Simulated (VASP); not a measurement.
Wanted: the native input for a VASP 6.6.1 run.

| Quantity | Value |
| --- | --- |
| Task | single point |
| Functional | PBE |
| Potentials or basis | VASP PAW PBE potentials, release 64 (In_d, As) |
| Cutoff | 520 eV |
| k mesh | 10 × 10 × 10 |
| Occupations | fermi-dirac, width 0.08 eV |
| Spin | no spin polarisation |
| Dipole correction | no |
| Further INCAR settings | ALGO = Normal; EDIFF = 1e-06; NBANDS = 16 |

The structure of InAs lies in POSCAR:

```
InAs
1.0
    0.0000000000      3.0547012949      2.9635200000
    3.0547012949      0.0000000000      2.9635200000
    3.0547012949      3.0547012949      0.0000000000
In As
1 1
Direct
    0.0000000000      0.0000000000      0.0000000000
    0.7500000000      0.7500000000      0.7500000000
```

This cell differs from its parent crystal: z stretched by -2 % at fixed volume.

These files were run (other wordings do the same):

INCAR

```
  PREC = Accurate
  ENCUT = 520
  EDIFF = 1E-6
  ISMEAR = -1
  SIGMA = 0.08
  LREAL = F
  LASPH = T
  NELM = 100
  ALGO = Normal
  ISIF = 2
  LWAVE = F
  LCHARG = F
  GGA = PE
  NBANDS = 16
```

KPOINTS

```
Automatic mesh
0
Gamma
  10 10 10
```

Potentials or basis: VASP PAW PBE potentials, release 64 (In_d, As).

Command:

```bash
$ cat potpaw_PBE.64/In_d/POTCAR potpaw_PBE.64/As/POTCAR > POTCAR
$ mpirun -np 1 vasp_std > vasp.out
```

Results of the run:

| Quantity | Value |
| --- | --- |
| Pressure | 3.9 GPa |

Wall time 37 s on 1 thread of AMD EPYC 9R45 (Zen 5) (shared host), peak memory 0.21 GiB.
